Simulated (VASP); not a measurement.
# Mo4C3 (P-62m) in VASP: a series of runs

The runs below take Mo4C3 through single point, relaxation of cell and atoms, with PBE.

Program: VASP 6.6.1. These are calculated values, not measurements. Logs are shortened: lines on timing, memory, paths and dates and some standing lists are left out, and cuts for length are marked.

## Step 1: The cell of the first run

Symmetry: P-62m, No. 189, hexagonal system. The conventional cell has a = 4.480 Å, b = 4.480 Å, c = 6.503 Å, α = 90.00°, β = 90.00°, γ = 120.00°. Within 3.6 Å of Mo (site symmetry -6) lie 9 Mo at 2.59 to 3.00 Å and 6 C at 3.53 Å. Mo (site symmetry 3m) has 6 C at 2.49 to 3.19 Å and 7 Mo at 3.00 to 3.06 Å within 3.3 Å. C (site symmetry m2m) has 6 C at 2.37 to 3.10 Å and 4 Mo at 2.49 to 3.19 Å within 3.2 Å.

The cell was generated, and may not be a known phase.

## Step 2: Single point, PBE

INCAR reads:

```
SYSTEM = Mo4C3
  PREC = Accurate
  ENCUT = 520
  EDIFF = 1E-7
  ISMEAR = 0
  SIGMA = 0.1
  LREAL = .False.
  LASPH = .True.
  NELM = 60
  ALGO = Normal
  ISIF = 2
  LWAVE = .False.
  LCHARG = .False.
  GGA = PE
  NBANDS = 43
```

KPOINTS reads:

```
Automatic mesh
0
Gamma
  6 6 4
  0 0 0
```

POSCAR reads:

```
Mo4C3
1.0
    4.4795693300      0.0000000000      0.0000000000
   -2.2397846700      3.8794208400      0.0000000000
    0.0000000000      0.0000000000      6.5030959100
Mo C
4 3
Direct
    0.3333333300      0.6666666700      0.0000000000
    0.6666666700      0.3333333300      0.0000000000
    0.0000000000      0.0000000000      0.2350542100
    0.0000000000      0.0000000000      0.7649457900
    0.3998182200      0.0000000000      0.5000000000
    0.0000000000      0.3998182200      0.5000000000
    0.6001817800      0.6001817800      0.5000000000
```

Potentials or basis: VASP PAW PBE potentials, release 64 (Mo_sv, C).

Launch:

```console
> cat potpaw_PBE.64/Mo_sv/POTCAR potpaw_PBE.64/C/POTCAR > POTCAR
> mpirun -np 1 vasp_std > vasp.out
```

OUTCAR:

```text
SYSTEM = Mo4C3
   PREC = Accurate
   ENCUT = 520
   EDIFF = 1E-7
   ISMEAR = 0
   LREAL = .False.
   LASPH = .True.
   NELM = 60
   ISIF = 2
   GGA = PE

 ion  position               nearest neighbor table
   1  0.333  0.667  0.000-   2 2.59   2 2.59   2 2.59   4 3.00   3 3.00   4 3.00   3 3.00   4 3.00
                             3 3.00
   2  0.667  0.333  0.000-   1 2.59   1 2.59   1 2.59   4 3.00   3 3.00   3 3.00   4 3.00   3 3.00
                             4 3.00
   3  0.000  0.000  0.235-   7 2.49   5 2.49   6 2.49   2 3.00   1 3.00   2 3.00   1 3.00   2 3.00
                             1 3.00   4 3.06   4 3.45
   4  0.000  0.000  0.765-   7 2.49   5 2.49   6 2.49   2 3.00   1 3.00   2 3.00   1 3.00   2 3.00
                             1 3.00   3 3.06   3 3.45
   5  0.400  0.000  0.500-   3 2.49   4 2.49
   6  0.000  0.400  0.500-   3 2.49   4 2.49
   7  0.600  0.600  0.500-   3 2.49   4 2.49

  LATTYP: Found a hexagonal cell.
 ALAT       =     4.4795693300
 C/A-ratio  =     1.4517234651

  Lattice vectors:

 A1 = (   4.4795693300,   0.0000000000,   0.0000000000)
 A2 = (  -2.2397846700,   3.8794208400,   0.0000000000)
 A3 = (   0.0000000000,   0.0000000000,   6.5030959100)

Analysis of symmetry for initial positions (statically):
=====================================================================
 Subroutine PRICEL returns:
 Original cell was already a primitive cell.

 Routine SETGRP: Setting up the symmetry group for a
 hexagonal supercell.

 Subroutine GETGRP returns: Found 12 space group operations
 (whereof 12 operations were pure point group operations)
 out of a pool of 24 trial point group operations.

The static configuration has the point symmetry D_3h.

Analysis of symmetry for dynamics (positions and initial velocities):
=====================================================================
 Subroutine PRICEL returns:
 Original cell was already a primitive cell.

 Routine SETGRP: Setting up the symmetry group for a
 hexagonal supercell.

 Subroutine GETGRP returns: Found 12 space group operations
 (whereof 12 operations were pure point group operations)
 out of a pool of 24 trial point group operations.

The dynamic configuration has the point symmetry D_3h.

 Subroutine INISYM returns: Found 12 space group operations
 (whereof 12 operations are pure point group operations),
 and found     1 'primitive' translations

----------------------------------------------------------------------------------------

                                     Primitive cell

  volume of cell :     113.0117

  direct lattice vectors                    reciprocal lattice vectors
     4.479569330  0.000000000  0.000000000     0.223235746  0.128885218  0.000000000
    -2.239784670  3.879420840  0.000000000     0.000000000  0.257770436  0.000000000
     0.000000000  0.000000000  6.503095910     0.000000000  0.000000000  0.153772913

  length of vectors
     4.479569330  4.479569334  6.503095910     0.257770436  0.257770436  0.153772913

  position of ions in fractional coordinates (direct lattice)
     0.333333330  0.666666670  0.000000000
     0.666666670  0.333333330  0.000000000
     0.000000000  0.000000000  0.235054210
     0.000000000  0.000000000  0.764945790
     0.399818220  0.000000000  0.500000000
     0.000000000  0.399818220  0.500000000
     0.600181780  0.600181780  0.500000000

  ion indices of the primitive-cell ions
   primitive index   ion index
                 1           1
                 2           2
                 3           3
                 4           4
                 5           5
                 6           6
                 7           7

----------------------------------------------------------------------------------------

 KPOINTS: Automatic mesh

Automatic generation of k-mesh.
 Grid dimensions read from file:
 generate k-points for:    6    6    4

 Generating k-lattice:

  Cartesian coordinates                     Fractional coordinates (reciprocal lattice)
     0.037205958  0.021480870  0.000000000     0.166666667  0.000000000  0.000000000
     0.000000000  0.042961739  0.000000000     0.000000000  0.166666667  0.000000000
     0.000000000  0.000000000  0.038443228     0.000000000  0.000000000  0.250000000

  Length of vectors
     0.042961739  0.042961739  0.038443228

  Shift w.r.t. Gamma in fractional coordinates (k-lattice)
     0.000000000  0.000000000  0.000000000

 Subroutine IBZKPT returns following result:
 ===========================================

 Found     21 irreducible k-points:

 Following reciprocal coordinates:
            Coordinates               Weight
  0.000000  0.000000  0.000000      1.000000
  0.166667  0.000000  0.000000      6.000000
  0.333333  0.000000  0.000000      6.000000
  0.500000  0.000000  0.000000      3.000000
  0.166667  0.166667  0.000000      6.000000
  0.333333  0.166667  0.000000     12.000000
[... 13 lines left out ...]
  0.333333  0.166667  0.500000     12.000000
  0.333333  0.333333  0.500000      2.000000
   k-points           NKPTS =     21   k-points in BZ     NKDIM =     21   number of bands    NBANDS=     43
   number of dos      NEDOS =    301   number of ions     NIONS =      7
   total plane-waves  NPLWV =  62208
   dimension x,y,z NGX =    36 NGY =   36 NGZ =   48
   dimension x,y,z NGXF=    72 NGYF=   72 NGZF=   96
   ions per type =               4   3
   NGX,Y,Z   is equivalent  to a cutoff of  13.36, 13.36, 12.27 a.u.
   NGXF,Y,Z  is equivalent  to a cutoff of  26.72, 26.72, 24.54 a.u.
 SYSTEM =  Mo4C3
   PREC   = accura    normal or accurate (medium, high low for compatibility)
   ISTART =      0    job   : 0-new  1-cont  2-samecut
   ICHARG =      2    charge: 1-file 2-atom 10-const
   ISPIN  =      1    spin polarized calculation?
   LNONCOLLINEAR =      F non collinear calculations
   LSORBIT =      F    spin-orbit coupling
   LASPH  =      T    aspherical Exc in radial PAW
   ENCUT  =  520.0 eV  38.22 Ry    6.18 a.u.   8.33  8.33 12.09*2*pi/ulx,y,z
   NELM   =     60;   NELMIN=  2; NELMDL= -5     # of ELM steps
   EDIFF  = 0.1E-06   stopping-criterion for ELM
   LREAL  =      F    real-space projection
   EDIFFG = 0.1E-05   stopping-criterion for IOM
   NSW    =      0    number of steps for IOM
   IBRION =     -1    ionic relax: 0-MD 1-quasi-New 2-CG
   NFREE  =      0    steps in history (QN), initial steepest desc. (CG)
   ISIF   =      2    stress and relaxation
   ISYM   =      2    0-nonsym 1-usesym 2-fastsym
   POTIM  = 0.5000    time-step for ionic-motion
   TEBEG  =    0.0;   TEEND  =   0.0 temperature during run
   PSTRESS=    0.0 pullay stress
   NELECT =      68.0000    total number of electrons
   NUPDOWN=      -1.0000    fix difference up-down
   EMIN   =  10.00;   EMAX   =-10.00  energy-range for DOS
   EFERMI =   0.00;   METHOD = LEGACY
   ISMEAR =     0;   SIGMA  =   0.10  broadening in eV -4-tet -1-fermi 0-gaus
   EFERMI_NEDOS =   21; number of points for ismear=-14 and -15
   IALGO  =     38    algorithm
   IMIX   =      4    mixing-type and parameters
     AMIX     =   0.40;   BMIX     =  1.00
     AMIX_MAG =   1.60;   BMIX_MAG =  1.00
  volume/ion in A,a.u.               =      16.14       108.95
  Fermi-wavevector in a.u.,A,eV,Ry     =   1.382091  2.611774 25.989523  1.910176
  Thomas-Fermi vector in A             =   2.506815
   LORBIT       =      0    0 simple, 1 ext, 2 COOP (PROOUT), +10 PAW based schemes
   GGA     = PE    functional components
   LHFCALC =     F    Hartree Fock is set to
   AEXX    =    0.0000 exact exchange contribution
   IVDW    =     0    specifies the selected vdW correction
   LEPSILON=     F    determine dielectric tensor
   LRPA    =     F    only Hartree local field effects (RPA)
 non-spin polarized calculation
 Gauss-broadening in eV      SIGMA  =   0.10
  energy-cutoff  :      520.00
  volume of cell :      113.01
 maximum number of plane-waves:      3059
 NGX is ok and might be reduce to    36
   NGX = 17   NGY = 17   NGZ = 25

 number of electron      68.0000004 magnetization

 Free energy of the ion-electron system (eV)
  ---------------------------------------------------
  ext. energy  EPLUGINS =         0.00000000
  ---------------------------------------------------
  free energy    TOTEN  =       -54.46159787 eV

  energy without entropy =      -54.41059332  energy(sigma->0) =      -54.43609560

 E-fermi :   7.0859     XC(G=0): -11.5223

 val. band max:        7.0853114953   @ k =   0.3333   0.3333   0.2500
 cond. band min:       7.0860554028   @ k =   0.0000   0.0000   0.5000
 fundamental gap:      0.0007439075
 Fermi energy:         7.0859055499

 k-point     1 :       0.0000    0.0000    0.0000
  band No.  band energies     occupation
      1     -54.0226      2.00000
      2     -53.9956      2.00000
      3     -53.7394      2.00000
      4     -53.4494      2.00000
      5     -28.1246      2.00000
      6     -28.1191      2.00000
[... 35 lines left out ...]
     42       9.0734      0.00000
     43       9.0734      0.00000

 k-point     2 :       0.1667    0.0000    0.0000
  band No.  band energies     occupation
      1     -54.0199      2.00000
      2     -53.9955      2.00000
      3     -53.7247      2.00000
      4     -53.4675      2.00000
      5     -28.2199      2.00000
      6     -28.1899      2.00000
[... 35 lines left out ...]
     42       9.0493      0.00000
     43       9.1977      0.00000

 k-point     3 :       0.3333    0.0000    0.0000
  band No.  band energies     occupation
      1     -54.0152      2.00000
      2     -53.9954      2.00000
      3     -53.6847      2.00000
      4     -53.5139      2.00000
      5     -28.3115      2.00000
      6     -28.2203      2.00000
[... 781 lines left out ...]
      6     -28.1598      2.00000
[... 35 lines left out ...]
     42       9.3520      0.00000
     43       9.3605      0.00000

 k-point    21 :       0.3333    0.3333    0.5000
  band No.  band energies     occupation
      1     -54.0095      2.00000
      2     -53.9983      2.00000
      3     -53.6013      2.00000
      4     -53.6013      2.00000
      5     -28.3684      2.00000
      6     -28.1014      2.00000
[... 35 lines left out ...]
     42       9.3012      0.00000
     43       9.3037      0.00000

------------------------ aborting loop because EDIFF is reached ----------------------------------------

  FORCE on cell =-STRESS in cart. coord.  units (eV):
  Direction    XX          YY          ZZ          XY          YZ          ZX
  --------------------------------------------------------------------------------------
  -------------------------------------------------------------------------------------
  Total      -17.6859158    -17.6859158    -25.1137621      0.0000000      0.0000000     -0.0000000
  in kB     -250.7349175   -250.7349178   -356.0402047      0.0000003      0.0000000     -0.0000000
  external PRESSURE =    -285.8366800 kB  Pullay stress =       0.0000000 kB

 VOLUME and BASIS-vectors are now :
 -----------------------------------------------------------------------------
  energy-cutoff  :      520.00
  volume of cell :      113.01
      direct lattice vectors                 reciprocal lattice vectors
     4.479569330  0.000000000  0.000000000     0.223235746  0.128885218  0.000000000
    -2.239784670  3.879420840  0.000000000     0.000000000  0.257770436  0.000000000
     0.000000000  0.000000000  6.503095910     0.000000000  0.000000000  0.153772913

 POSITION                                       TOTAL-FORCE (eV/Angst)
 -----------------------------------------------------------------------------------
     -0.00000      2.58628      0.00000         0.000000      0.000000     -0.000000
      2.23978      1.29314      0.00000         0.000000      0.000000     -0.000000
      0.00000      0.00000      1.52858         0.000000      0.000000      2.670106
      0.00000      0.00000      4.97452         0.000000      0.000000     -2.670106
      1.79101      0.00000      3.25155        -0.896330      0.000000     -0.000000
     -0.89551      1.55106      3.25155         0.448165     -0.776245     -0.000000
      1.34428      2.32836      3.25155         0.448165      0.776245      0.000000
 -----------------------------------------------------------------------------------
    total drift:                               -0.000000     -0.000000      0.000000

  FREE ENERGIE OF THE ION-ELECTRON SYSTEM (eV)
  ---------------------------------------------------
  free  energy   TOTEN  =       -54.4615978741 eV

  energy  without entropy=      -54.4105933243  energy(sigma->0) =      -54.43609560
```

Wall time 1.8 min (1 thread of AMD EPYC 9R45 (Zen 5), shared host); peak memory 0.24 GiB.

What came out:

- Free energy: -54.4616 eV
- Pressure: -28.6 GPa
- Largest force: 2.670 eV/Å
- Band gap on the k mesh: zero (bands 34 and 35 overlap by 0.30 eV)

Forces on the atoms (eV/Å):
```
Mo   0.000  0.000  0.000
Mo   0.000  0.000  0.000
Mo   0.000  0.000  2.670
Mo   0.000  0.000 -2.670
C   -0.896  0.000  0.000
C    0.448 -0.776  0.000
C    0.448  0.776  0.000
```

Stress tensor (GPa, compression positive):
```
-25.07   0.00   0.00
  0.00 -25.07   0.00
  0.00   0.00 -35.60
```

Caveat: the stress differs along the axes, from -36 to -25 GPa; forces of over 1 eV/Å act on the atoms, so gaps and moduli don't describe the material at rest.

## Step 3: Single point, PBE

This run uses another cell than the first one, of 12.11 Å³/atom.

INCAR reads:

```
PREC = Accurate
ENCUT = 520
EDIFF = 1E-7
ISMEAR = 0
SIGMA = 0.1
LREAL = F
LASPH = T
NELM = 80
ALGO = Normal
ISIF = 2
LWAVE = F
LCHARG = T
GGA = PE
LELF = T
LVHAR = T
NBANDS = 43
```

KPOINTS reads:

```
regular mesh
0
Gamma
  6 6 4
```

POSCAR reads:

```
Mo4C3
1.0
    4.5587330298      0.0000000029      0.0000000000
   -2.2793665174      3.9479786114      0.0000000000
    0.0000000000      0.0000000000      4.7104743268
Mo C
4 3
Direct
    0.3333333333      0.6666666667      0.0000000000
    0.6666666667      0.3333333333      0.0000000000
    0.0000000000      0.0000000000      0.2540517890
    0.0000000000      0.0000000000      0.7459482110
    0.4115507690      0.0000000000      0.5000000000
    0.0000000000      0.4115507690      0.5000000000
    0.5884492310      0.5884492310      0.5000000000
```

Potentials or basis: VASP PAW PBE potentials, release 64 (Mo_sv, C).

Launch:

```console
> cat potpaw_PBE.64/Mo_sv/POTCAR potpaw_PBE.64/C/POTCAR > POTCAR
> mpirun -np 1 vasp_std > vasp.out
```

Wall time 72 s (1 thread of AMD EPYC 9R45 (Zen 5), shared host); peak memory 0.2 GiB.

The run converged. Its results:

- Free energy: -60.1307 eV
- Pressure: 0.5 GPa
- Largest force: 0.040 eV/Å
- Band gap on the k mesh: zero (bands 34 and 35 overlap by 1.74 eV)

Forces in eV/Å, atoms in the order of the input:
```
Mo   0.000  0.000  0.000
Mo   0.000  0.000  0.000
Mo   0.000  0.000 -0.040
Mo   0.000  0.000  0.040
C    0.008  0.000  0.000
C   -0.004  0.007  0.000
C   -0.004 -0.007  0.000
```

Stress tensor (GPa, compression positive):
```
0.41 0.00 0.00
0.00 0.41 0.00
0.00 0.00 0.64
```

Levels at points of the mesh, in eV from the Fermi level:
| k point | band 30 | band 31 | band 32 | band 33 | band 34 | band 35 | band 36 | band 37 | band 38 | band 39 |
| --- | --- | --- | --- | --- | --- | --- | --- | --- | --- | --- |
| (0.00, 0.00, 0.00) | -0.71 | -0.71 | -0.03 | -0.03 | 0.20 | 0.20 | 0.57 | 1.85 | 1.92 | 1.92 |
| (0.50, 0.00, 0.00) | -1.17 | -1.13 | -1.13 | -0.93 | 0.76 | 0.82 | 0.95 | 1.19 | 1.43 | 1.94 |
| (0.00, 0.00, 0.50) | -0.76 | -0.76 | -0.52 | -0.52 | -0.17 | -0.17 | 0.52 | 0.57 | 0.63 | 1.37 |
| (0.50, 0.00, 0.50) | -1.67 | -1.51 | -0.96 | -0.56 | -0.47 | -0.43 | 0.42 | 0.65 | 0.66 | 1.00 |

[end of part 1 of 2]

The gap in the log of VASP goes by the Fermi energy; the results here count the filled bands.